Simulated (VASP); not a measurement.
The system is MgO.

```xyz
2
Lattice="2.6233 0.0000 0.0000 0.0000 2.6233 0.0000 0.0000 0.0000 2.6233" Properties=species:S:1:pos:R:3 pbc="T T T"
Mg    0.0000    0.0000    0.0000
O     1.3117    1.3117    1.3117
```

Base run:

| Quantity | Value |
| --- | --- |
| Program | VASP 6.6.1 |
| Functional | r2SCAN |
| Potentials or basis | VASP PAW PBE potentials, release 64 (Mg, O) |
| Cutoff | 520 eV |
| k mesh | 8 × 8 × 8 |
| Occupations | gaussian, width 0.01 eV |
| Spin | no spin polarisation |

Its results: band gap on the k mesh 3.45 eV (least direct gap 4.51 eV); electronic dielectric tensor (diagonal) 3.31.

The run is repeated on the same cell with these changes: functional from r2SCAN to PBE. What comes out?

Band gap on the k mesh 2.62 eV (least direct gap 3.64 eV); electronic dielectric tensor (diagonal) 3.67.

A k mesh can miss the band edges.
